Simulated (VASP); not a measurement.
A run of VASP 6.6.1 is set up as follows.

File INCAR:

```
SYSTEM = FePt
PREC = Accurate
ENCUT = 520
EDIFF = 1E-7
ISMEAR = -1
SIGMA = 0.05
LREAL = .False.
LASPH = .True.
NELM = 60
ALGO = Normal
ISIF = 2
LWAVE = .False.
LCHARG = .True.
GGA = PE
LELF = .True.
LVHAR = .True.
NBANDS = 16
```

File KPOINTS:

```
regular mesh
0
Gamma
  10 10 7
  0 0 0
```

Contents of POSCAR:

```
FePt
1.0
    2.7235000000      0.0000000000      0.0000000000
    0.0000000000      2.7235000000      0.0000000000
    0.0000000000      0.0000000000      3.7200000000
Pt Fe
1 1
Direct
    0.5000000000      0.5000000000      0.5000000000
    0.0000000000      0.0000000000      0.0000000000
```

Potentials or basis: VASP PAW PBE potentials, release 64 (Pt, Fe).

Run with:

```bash
$ cat potpaw_PBE.64/Pt/POTCAR potpaw_PBE.64/Fe/POTCAR > POTCAR
$ mpirun -np 1 vasp_std > vasp.out
```

**Question.** What does it give for the pressure?

**Answer.** -13.3 GPa.

**Question.** What does it give for the band gap on the k mesh?

**Answer.** Zero (bands 9 and 10 overlap by 1.28 eV).

Stress tensor (GPa, compression positive):
```
-14.54   0.00   0.00
  0.00 -14.54   0.00
  0.00   0.00 -10.88
```

Caveat: the cell stands under tension; spin-orbit coupling is left out, which moves the levels of the heavy elements; the run has no spin polarisation, though such a crystal can be magnetic. Spin polarisation is off, so any magnetic state and its effect on volume and gap are missing.
